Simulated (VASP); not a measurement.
# Cd (P6_3/mmc) in VASP: a series of runs

Cd is run at these levels: PBE; tasks: electric field gradients.

All numbers are computed with VASP 6.6.1; they aren't measurements. Logs are shortened: lines on timing, memory, paths and dates and some standing lists are left out, and cuts for length are marked.

## (1) The cell of the first run

Symmetry: P6_3/mmc, No. 194, hexagonal system. Conventional cell: a = 3.009 Å, b = 3.009 Å, c = 5.618 Å, α = 90.00°, β = 90.00°, γ = 120.00°. Within 4.0 Å of Cd (site symmetry -6m2) lie 12 Cd at 3.01 to 3.30 Å.

## (2) Electric field gradients, PBE (equal xx and yy strain of +1 %)

The input, INCAR:

```
ALGO = Normal
EDIFF = 1E-8
ENCUT = 520
GGA = PE
ISIF = 2
ISMEAR = -1
LASPH = True
LCHARG = False
LEFG = True
LREAL = False
LWAVE = False
NBANDS = 19
NELM = 80
PREC = Accurate
SIGMA = 0.05
```

The input, KPOINTS:

```
k-points
0
Gamma
  14 14 7
```

The input, POSCAR:

```
Cd
1.0
    3.0086612332      0.0000000000      0.0000000000
   -1.5043306165      2.6055770593      0.0000000000
    0.0000000000      0.0000000000      5.6176500000
Cd
2
Direct
    0.3333333333      0.6666666667      0.2500000000
    0.6666666667      0.3333333333      0.7500000000
```

Potentials or basis: VASP PAW PBE potentials, release 64 (Cd).

Started as:

```console
cat potpaw_PBE.64/Cd/POTCAR > POTCAR
mpirun -np 1 vasp_std > vasp.out
```

OUTCAR:

```text
EDIFF = 1E-8
   ENCUT = 520
   GGA = PE
   ISIF = 2
   ISMEAR = -1
   LASPH = True
   LREAL = False
   NELM = 80
   PREC = Accurate

 ion  position               nearest neighbor table
   1  0.333  0.667  0.250-   2 3.30   2 3.30   2 3.30   2 3.30   2 3.30   2 3.30
   2  0.667  0.333  0.750-   1 3.30   1 3.30   1 3.30   1 3.30   1 3.30   1 3.30

  LATTYP: Found a hexagonal cell.
 ALAT       =     3.0086612332
 C/A-ratio  =     1.8671593658

  Lattice vectors:

 A1 = (   3.0086612332,   0.0000000000,   0.0000000000)
 A2 = (  -1.5043306165,   2.6055770593,   0.0000000000)
 A3 = (   0.0000000000,   0.0000000000,   5.6176500000)

Analysis of symmetry for initial positions (statically):
=====================================================================
 Subroutine PRICEL returns:
 Original cell was already a primitive cell.

 Routine SETGRP: Setting up the symmetry group for a
 hexagonal supercell.

 Subroutine GETGRP returns: Found 24 space group operations
 (whereof 12 operations were pure point group operations)
 out of a pool of 24 trial point group operations.

The static configuration has the point symmetry D_3d.
 The point group associated with its full space group is D_6h.

Analysis of symmetry for dynamics (positions and initial velocities):
=====================================================================
 Subroutine PRICEL returns:
 Original cell was already a primitive cell.

 Routine SETGRP: Setting up the symmetry group for a
 hexagonal supercell.

 Subroutine GETGRP returns: Found 24 space group operations
 (whereof 12 operations were pure point group operations)
 out of a pool of 24 trial point group operations.

The dynamic configuration has the point symmetry D_3d.
 The point group associated with its full space group is D_6h.

 Subroutine INISYM returns: Found 24 space group operations
 (whereof 12 operations are pure point group operations),
 and found     1 'primitive' translations

----------------------------------------------------------------------------------------

                                     Primitive cell

  volume of cell :      44.0384

  direct lattice vectors                    reciprocal lattice vectors
[... 121 lines left out ...]
 maximum number of plane-waves:      1209
 NGX is ok and might be reduce to    24
   NGX = 11   NGY = 11   NGZ = 21

 number of electron      23.9999994 magnetization

 Free energy of the ion-electron system (eV)
  ---------------------------------------------------
  ext. energy  EPLUGINS =         0.00000000
  ---------------------------------------------------
  free energy    TOTEN  =        -1.47695379 eV

  energy without entropy =       -1.47089275  energy(sigma->0) =       -1.47392327

 E-fermi :   2.8717     XC(G=0): -10.9301

 val. band max:        2.8618240207   @ k =   0.3571   0.2857   0.2857
 cond. band min:       2.8841079297   @ k =   0.3571   0.1429   0.1429
 fundamental gap:      0.0222839091
 Fermi energy:         2.8716968583

 k-point     1 :       0.0000    0.0000    0.0000
  band No.  band energies     occupation
      1      -6.9571      2.00000
      2      -6.6896      2.00000
      3      -6.3671      2.00000
      4      -6.3671      2.00000
      5      -6.3159      2.00000
      6      -6.3159      2.00000
[... 505 lines left out ...]
      6      -6.1536      2.00000
[... 11 lines left out ...]
     18       8.7272      0.00000
     19      10.7672      0.00000

 [... further k-points ...]

------------------------ aborting loop because EDIFF is reached ----------------------------------------

  FORCE on cell =-STRESS in cart. coord.  units (eV):
  Direction    XX          YY          ZZ          XY          YZ          ZX
  --------------------------------------------------------------------------------------
  -------------------------------------------------------------------------------------
  Total        0.6199010      0.6199010      0.4074558      0.0000000      0.0000000      0.0000000
  in kB       22.5528300     22.5528300     14.8237866      0.0000000      0.0000000      0.0000000
  external PRESSURE =      19.9764822 kB  Pullay stress =       0.0000000 kB

 VOLUME and BASIS-vectors are now :
 -----------------------------------------------------------------------------
  energy-cutoff  :      520.00
  volume of cell :       44.04
      direct lattice vectors                 reciprocal lattice vectors
     3.008661233  0.000000000  0.000000000     0.332373744  0.191896071  0.000000000
    -1.504330617  2.605577059  0.000000000     0.000000000  0.383792142  0.000000000
     0.000000000  0.000000000  5.617650000     0.000000000  0.000000000  0.178010378

 POSITION                                       TOTAL-FORCE (eV/Angst)
 -----------------------------------------------------------------------------------
     -0.00000      1.73705      1.40441        -0.000000      0.000000     -0.000000
      1.50433      0.86853      4.21324         0.000000     -0.000000      0.000000
 -----------------------------------------------------------------------------------
    total drift:                               -0.000000      0.000000      0.000000

  FREE ENERGIE OF THE ION-ELECTRON SYSTEM (eV)
  ---------------------------------------------------
  free  energy   TOTEN  =        -1.4769537925 eV

  energy  without entropy=       -1.4708927504  energy(sigma->0) =       -1.47392327

 Electric field gradients (V/A^2)
---------------------------------------------------------------------
 ion       V_xx      V_yy      V_zz      V_xy      V_xz      V_yz
---------------------------------------------------------------------
   1     -36.233   -36.232    72.465     0.001     0.000    -0.000
   2     -36.233   -36.232    72.465     0.001    -0.000     0.000
---------------------------------------------------------------------

 Electric field gradients after diagonalization (V/A^2)
 (convention: |V_zz| > |V_xx| > |V_yy|)
----------------------------------------------------------------------
 ion       V_xx      V_yy      V_zz     asymmetry (V_yy - V_xx)/ V_zz
----------------------------------------------------------------------
   1     -36.233   -36.232    72.465       0.000
   2     -36.233   -36.232    72.465       0.000
----------------------------------------------------------------------

           NMR quadrupolar parameters

 Cq : quadrupolar parameter    Cq=e*Q*V_zz/h
 eta: asymmetry parameters     (V_yy - V_xx)/ V_zz
 Q  : nuclear electric quadrupole moment in mb (millibarn)
----------------------------------------------------------------------
 ion       Cq(MHz)       eta       Q (mb)
----------------------------------------------------------------------
   1       0.175       0.000       1.000
   2       0.175       0.000       1.000
----------------------------------------------------------------------
```

OSZICAR:

```text
N       E                     dE             d eps       ncg     rms          rms(c)
DAV:   1     0.176693159067E+03    0.17669E+03   -0.13149E+04  3648   0.127E+03
DAV:   2     0.250449074230E+01   -0.17419E+03   -0.16805E+03  3783   0.334E+02
DAV:   3    -0.156628835927E+01   -0.40708E+01   -0.40628E+01  4198   0.582E+01
DAV:   4    -0.157348980952E+01   -0.72015E-02   -0.72010E-02  4083   0.230E+00
DAV:   5    -0.157351240655E+01   -0.22597E-04   -0.22597E-04  4030   0.125E-01    0.428E+00
DAV:   6    -0.148039480769E+01    0.93118E-01   -0.23357E-01  4032   0.575E+00    0.345E+00
DAV:   7    -0.147643661939E+01    0.39582E-02   -0.25990E-02  4053   0.151E+00    0.165E+00
DAV:   8    -0.147686987713E+01   -0.43326E-03   -0.33630E-03  3945   0.704E-01    0.889E-02
DAV:   9    -0.147691311258E+01   -0.43235E-04   -0.20854E-05  4194   0.472E-02    0.358E-02
DAV:  10    -0.147695402934E+01   -0.40917E-04   -0.35070E-05  3950   0.567E-02    0.350E-03
DAV:  11    -0.147695396115E+01    0.68186E-07   -0.39647E-08  3958   0.195E-03    0.152E-03
DAV:  12    -0.147695377316E+01    0.18800E-06   -0.17523E-08  3308   0.109E-03    0.186E-04
DAV:  13    -0.147695378393E+01   -0.10777E-07   -0.38391E-10  2103   0.225E-04    0.552E-05
DAV:  14    -0.147695379249E+01   -0.85615E-08   -0.54955E-11  2052   0.716E-05
   1 F= -.14769538E+01 E0= -.14739233E+01  d E =-.606104E-02
```

It took 29 s on 1 thread of Intel Xeon Platinum 8488C (Sapphire Rapids), shared host; peak memory 0.19 GiB.

Results:

| Property | Result |
| --- | --- |
| Free energy | -1.4770 eV |
| Pressure | 2.0 GPa |
| Band gap on the k mesh | zero (band 12 reaches 4.08 eV, above the bottom of band 13 at -0.08 eV) |

Electric field gradients, principal values (V/Å²):
| atom | least | middle | greatest (by size) |
| --- | --- | --- | --- |
| 1 Cd | -36.232 | -36.233 | 72.465 |
| 2 Cd | -36.232 | -36.233 | 72.465 |

Caveat: the cell differs from its parent crystal (equal xx and yy strain of +1 %); without QUAD_EFG the Cq values of the log hold for a quadrupole moment of 1 mb, not for the nuclei.

## (3) Electric field gradients, PBE (equal xx and yy strain of -3 %)

The input, INCAR:

```
PREC     = Accurate       # precision mode
ENCUT    = 520            # plane-wave cutoff, eV
EDIFF    = 1E-8           # SCF threshold, eV
ISMEAR   = -1             # smearing method
SIGMA    = 0.05           # smearing width, eV
LREAL    = False          # projectors in reciprocal space
LASPH    = True           # aspherical terms in the spheres
NELM     = 80             # most SCF steps
ALGO     = Normal         # electronic algorithm
ISIF     = 2              # what is computed and relaxed
LWAVE    = False          # write WAVECAR
LCHARG   = False          # write CHGCAR
GGA      = PE             # functional
LEFG     = True         
NBANDS   = 19             # bands
```

The input, KPOINTS:

```
regular mesh
0
Gamma
  14 14 7
```

The input, POSCAR:

```
Cd
1.0
    2.8895063329      0.0000000000      0.0000000000
   -1.4447531664      2.5023858886      0.0000000000
    0.0000000000      0.0000000000      5.6176500000
Cd
2
Direct
    0.3333333333      0.6666666667      0.2500000000
    0.6666666667      0.3333333333      0.7500000000
```

Potentials or basis: VASP PAW PBE potentials, release 64 (Cd).

Started as:

```console
cat potpaw_PBE.64/Cd/POTCAR > POTCAR
mpirun -np 1 vasp_std > vasp.out
```

OUTCAR:

```text
PREC = Accurate
   ENCUT = 520
   EDIFF = 1E-8
   ISMEAR = -1
   LREAL = False
   LASPH = True
   NELM = 80
   ISIF = 2
   GGA = PE

 ion  position               nearest neighbor table
   1  0.333  0.667  0.250-   2 3.27   2 3.27   2 3.27   2 3.27   2 3.27   2 3.27
   2  0.667  0.333  0.750-   1 3.27   1 3.27   1 3.27   1 3.27   1 3.27   1 3.27

  LATTYP: Found a hexagonal cell.
 ALAT       =     2.8895063329
 C/A-ratio  =     1.9441556283

  Lattice vectors:

 A1 = (   2.8895063329,   0.0000000000,   0.0000000000)
[... 743 lines left out ...]
  ---------------------------------------------------
  free  energy   TOTEN  =        -1.3499268990 eV

  energy  without entropy=       -1.3429124279  energy(sigma->0) =       -1.34641966

 Electric field gradients (V/A^2)
---------------------------------------------------------------------
 ion       V_xx      V_yy      V_zz      V_xy      V_xz      V_yz
---------------------------------------------------------------------
   1     -54.549   -54.549   109.098     0.001     0.000    -0.000
   2     -54.549   -54.549   109.098     0.001    -0.000     0.000
---------------------------------------------------------------------

 Electric field gradients after diagonalization (V/A^2)
 (convention: |V_zz| > |V_xx| > |V_yy|)
----------------------------------------------------------------------
 ion       V_xx      V_yy      V_zz     asymmetry (V_yy - V_xx)/ V_zz
----------------------------------------------------------------------
   1     -54.550   -54.548   109.098       0.000
   2     -54.550   -54.548   109.098       0.000
----------------------------------------------------------------------

           NMR quadrupolar parameters

 Cq : quadrupolar parameter    Cq=e*Q*V_zz/h
 eta: asymmetry parameters     (V_yy - V_xx)/ V_zz
 Q  : nuclear electric quadrupole moment in mb (millibarn)
----------------------------------------------------------------------
 ion       Cq(MHz)       eta       Q (mb)
----------------------------------------------------------------------
   1       0.264       0.000       1.000
   2       0.264       0.000       1.000
----------------------------------------------------------------------
```

OSZICAR:

```text
N       E                     dE             d eps       ncg     rms          rms(c)
DAV:   1     0.178241134906E+03    0.17824E+03   -0.13234E+04  3664   0.129E+03
DAV:   2     0.258561504399E+01   -0.17566E+03   -0.16924E+03  3816   0.338E+02
DAV:   3    -0.146535705034E+01   -0.40510E+01   -0.40429E+01  4202   0.590E+01
DAV:   4    -0.147249980470E+01   -0.71428E-02   -0.71423E-02  4019   0.233E+00
DAV:   5    -0.147252110707E+01   -0.21302E-04   -0.21302E-04  4044   0.124E-01    0.543E+00
DAV:   6    -0.135739182176E+01    0.11513E+00   -0.26503E-01  3987   0.646E+00    0.413E+00
DAV:   7    -0.135008737837E+01    0.73044E-02   -0.34556E-02  4100   0.188E+00    0.171E+00
DAV:   8    -0.134985487359E+01    0.23250E-03   -0.45045E-03  3904   0.837E-01    0.995E-02
DAV:   9    -0.134988441146E+01   -0.29538E-04   -0.22985E-05  4178   0.529E-02    0.453E-02
DAV:  10    -0.134992723621E+01   -0.42825E-04   -0.35585E-05  3953   0.560E-02    0.447E-03
DAV:  11    -0.134992712593E+01    0.11028E-06   -0.12111E-07  4055   0.369E-03    0.203E-03
DAV:  12    -0.134992687520E+01    0.25074E-06   -0.18893E-08  3253   0.113E-03    0.723E-04
DAV:  13    -0.134992689304E+01   -0.17843E-07   -0.76204E-10  2138   0.309E-04    0.239E-04
DAV:  14    -0.134992689903E+01   -0.59899E-08   -0.11436E-10  2049   0.103E-04
   1 F= -.13499269E+01 E0= -.13464197E+01  d E =-.701447E-02
```

stdout:

```text
POSCAR found type information on POSCAR Cd
 POSCAR found :  1 types and       2 ions
 scaLAPACK will be used
 LDA part: xc-table for (Slater+PW92), standard interpolation
 POSCAR, INCAR and KPOINTS ok, starting setup
 FFT: planning ... GRIDC
 FFT: planning ... GRID_SOFT
 FFT: planning ... GRID
 WAVECAR not read
 entering main loop
ion   1

ion   2
```

It took 60 s on 1 thread of Intel Xeon Platinum 8488C (Sapphire Rapids), shared host; peak memory 0.2 GiB.

What came out:

- Free energy: -1.3499 eV
- Pressure: 8.7 GPa
- Band gap on the k mesh: zero (band 12 reaches 5.03 eV, above the bottom of band 13 at 0.12 eV)

Levels at points of the mesh, in eV from the Fermi level:
| k point | band 9 | band 10 | band 11 | band 12 | band 13 | band 14 | band 15 | band 16 |
| --- | --- | --- | --- | --- | --- | --- | --- | --- |
| (0.00, 0.00, 0.00) | -8.86 | -8.62 | -8.62 | -3.50 | -3.38 | 10.06 | 14.68 | 14.97 |
| (0.50, 0.00, 0.00) | -8.28 | -8.26 | -2.48 | -1.78 | 1.93 | 3.03 | 3.38 | 5.31 |

Electric field gradients, principal values (V/Å²):
```
atom    least   middle  greatest (by size)
1 Cd  -54.548  -54.550             109.098
2 Cd  -54.548  -54.550             109.098
```

Caveat: the cell differs from its parent crystal (equal xx and yy strain of -3 %); without QUAD_EFG the Cq values of the log hold for a quadrupole moment of 1 mb, not for the nuclei.

(Continued in part 2 of 3.)
